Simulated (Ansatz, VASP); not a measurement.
## Sr in VASP and in Ansatz

```
Sr
1.0
     0.00000    2.98199    2.98199
     2.98199    0.00000    2.98199
     2.98199    2.98199    0.00000
Sr
1
Direct
  0.00000 0.00000 0.00000
```

Alike in both runs: task single point; functional revPBE; k mesh 15 × 15 × 15; occupations fermi-dirac, width 0.1 eV; no spin polarisation.

|  | VASP | Ansatz |
| --- | --- | --- |
| version | VASP 6.6.1 | Ansatz 0.2.0 |
| potentials or method | VASP PAW PBE potentials, release 64 (Sr_sv), cutoff 520 eV | plane waves (420 eV) with PAW, scalar-relativistic |
| valence electrons in the cell | 10 | 10 |

```tsv
	VASP	Ansatz	Ansatz less VASP
pressure (GPa)	1.1	1.1	-0.01
```

VASP's potentials were made for PBE, not for revPBE.
